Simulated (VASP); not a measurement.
Write the native input for VASP 6.6.1 that does the following.

```
Task                   : relaxation of the atoms
Functional             : PBE
Potentials or basis    : VASP PAW PBE potentials, release 64 (Al)
Cutoff                 : 520 eV
k mesh                 : 7 × 7 × 1
Occupations            : methfessel-paxton, width 0.1 eV
Spin                   : no spin polarisation
Dipole correction      : yes
Further INCAR settings : ALGO = Normal; EDIFF = 1e-06; IBRION = 2; EDIFFG = -0.03; NSW = 50
```

The structure of Al lies in POSCAR:

```
Al
1.0
    2.8635066922      0.0000000000      0.0000000000
    0.0000000000      2.8635066922      0.0000000000
    0.0000000000      0.0000000000     20.0992200000
Al
5
Direct
    0.0000000000      0.0000000000      0.2985190470
    0.5000000000      0.5000000000      0.3992595235
    1.0000000000      0.0000000000      0.5000000000
    0.5000000000      0.5000000000      0.6007404765
    1.0000000000      0.0000000000      0.7014809530
```

These files were run (other wordings do the same):

INCAR

```
SYSTEM = Al
PREC = Accurate
ENCUT = 520
EDIFF = 1E-6
ISMEAR = 1
SIGMA = 0.1
LREAL = .FALSE.
LASPH = .TRUE.
NELM = 80
ALGO = Normal
ISIF = 2
LWAVE = .FALSE.
LCHARG = .FALSE.
LDIPOL = .TRUE.
IDIPOL = 3
DIPOL = 0.5 0.5 0.500
GGA = PE
IBRION = 2
NSW = 50
EDIFFG = -0.03
```

KPOINTS

```
regular mesh
0
G
  7 7 1
  0 0 0
```

Potentials or basis: VASP PAW PBE potentials, release 64 (Al).

Launch:

```sh
$ cat potpaw_PBE.64/Al/POTCAR > POTCAR
$ mpirun -np 1 vasp_std > vasp.out
```

Results of the run:

```yaml
Energy_gained_by_relaxing: 4.0 meV/atom
Ionic_steps: 7
Largest_force_after_relaxing: 0.008 eV/Å
```

Run time: 4.5 min on 1 thread of AMD EPYC 7R13 (shared host), peak memory 0.23 GiB.
